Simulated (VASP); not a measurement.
The system is Si2Br.

```
Si Br
1.0
     5.55593    0.00000    0.00000
     0.00000    5.55593    0.00000
     0.00000    0.00000    5.56902
Si Br
4 2
Direct
  0.50000 0.00000 0.73370
  0.00000 0.50000 0.76630
  0.00000 0.50000 0.23370
  0.50000 0.00000 0.26630
  0.50000 0.50000 0.75000
  0.50000 0.50000 0.25000
```

The cell was generated, and may not be a known phase.

- Program: VASP 6.6.1
- Task: relaxation of cell and atoms
- Functional: PBE
- Potentials or basis: VASP PAW PBE potentials, release 64 (Si, Br)
- Cutoff: 600 eV
- k mesh: 8 × 8 × 8
- Occupations: gaussian, width 0.1 eV
- Spin: no spin polarisation

At the start: pressure -0.5 GPa; volume 28.65 Å³/atom.

Problem. Where does the relaxation end?

Solution. Over 26 steps the energy falls by 143.5 meV/atom and the volume is 32.95 Å³/atom (+15.0 %); space group P4_2/mmc (No. 131, to 0.1 Å) before and after.

The path:
```
step  energy change (eV)  largest force (eV/Å)  pressure (GPa)  volume (Å³)
   1              0.0000                0.1888           -0.53       171.91
   2             -0.0816                0.2094           -0.29       169.52
   3             -0.3004                0.2821            1.44       161.94
   4              1.0525                0.8093            8.27       145.08
   5             -0.3098                0.2958            1.68       161.06
   6             -0.3580                0.3994            0.99       164.44
   7             -0.3615                0.4321            0.81       165.55
   8             -0.4232                0.4725            0.09       169.99
   9             -0.5215                0.5158           -1.34       183.79
  10             -0.5758                0.3995           -1.02       184.20
  11             -0.6338                0.0166           -0.24       185.03
  12             -0.6959                0.0683            0.20       184.52
  13             -0.7625                0.2531            1.28       183.29
  14             -0.5591                1.0999            4.05       179.99
  15             -0.7582                0.4292            1.76       182.87
  16             -0.8178                0.1747            1.32       186.27
  17             -0.8357                0.0145            0.98       189.34
  18             -0.8506                0.0379            0.56       192.03
  19             -0.8589                0.0759           -0.05       196.42
  20             -0.8589                0.0737           -0.01       196.16
  21             -0.8594                0.0417            0.01       196.20
  22             -0.8596                0.0090            0.04       196.24
  23             -0.8600                0.0081            0.04       196.47
  24             -0.8607                0.0047            0.01       197.16
  25             -0.8605                0.0020           -0.05       198.55
  26             -0.8609                0.0017           -0.01       197.71
```

Final structure:
```yaml
crystal:
  lattice:
    - [5.26337, 0.00000, 0.00000]
    - [0.00000, 5.26337, 0.00000]
    - [0.00000, 0.00000, 7.13659]
  atoms:
    - { symbol: Si, position: [0.50000, 0.00000, 0.66746] }
    - { symbol: Si, position: [0.00000, 0.50000, 0.83254] }
    - { symbol: Si, position: [0.00000, 0.50000, 0.16746] }
    - { symbol: Si, position: [0.50000, 0.00000, 0.33254] }
    - { symbol: Br, position: [0.50000, 0.50000, 0.75000] }
    - { symbol: Br, position: [0.50000, 0.50000, 0.25000] }
```

Caveat: the volume moved by over 15 % at a fixed basis, so the end points are rough.
